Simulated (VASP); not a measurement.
Wanted: the native input for a VASP 6.6.1 run.

| Item | Value |
| --- | --- |
| Task | single point |
| Functional | PBEsol |
| Potentials or basis | VASP PAW PBE potentials, release 64 (W_sv, C) |
| Cutoff | 520 eV |
| k mesh | 18 × 18 × 18 |
| Occupations | gaussian, width 0.15 eV |
| Spin | no spin polarisation |
| Dipole correction | no |
| Further INCAR settings | ALGO = Normal; EDIFF = 1e-06; NBANDS = 16 |

The structure of WC lies in POSCAR:

```
WC
1.0
    0.0000000000      2.1926840000      2.1926840000
    2.1926840000      0.0000000000      2.1926840000
    2.1926840000      2.1926840000      0.0000000000
W C
1 1
Direct
   -0.0028503879     -0.0028503879      0.0028503879
    0.5000000000      0.5000000000      0.5000000000
```

This cell differs from its parent crystal: all W atoms moved +0.013 Å, as atom 1 towards its neighbour atom 2 (C) at 2.193 Å.

One way to write it, as run:

INCAR

```
PREC = Accurate ; ENCUT = 520
EDIFF = 1E-6 ; ISMEAR = 0
SIGMA = 0.15 ; LREAL = F
LASPH = T ; NELM = 60
ALGO = Normal ; ISIF = 2
LWAVE = F ; LCHARG = T
GGA = PS ; LELF = T
LVHAR = T ; NBANDS = 16
```

KPOINTS

```
Automatic mesh
0
Gamma
  18 18 18
```

Potentials or basis: VASP PAW PBE potentials, release 64 (W_sv, C).

Launch:

```sh
$ cat potpaw_PBE.64/W_sv/POTCAR potpaw_PBE.64/C/POTCAR > POTCAR
$ mpirun -np 1 vasp_std > vasp.out
```

It gave:

```
Pressure               : -9.1 GPa
Largest force          : 0.075 eV/Å
Band gap on the k mesh : zero (bands 9 and 10 overlap by 3.16 eV)
```

Caveat: the cell differs from its parent crystal (all W atoms moved +0.013 Å, as atom 1 towards its neighbour atom 2 (C) at 2.193 Å); the cell stands under tension; the PAW data sets were made with another functional, which shifts forces and pressure a little; spin-orbit coupling is left out, which moves the levels of the heavy elements.

Wall time 68 s on 1 thread of Intel(R) Xeon(R) Platinum 8488C (Sapphire Rapids), on a shared host, peak memory 0.27 GiB.
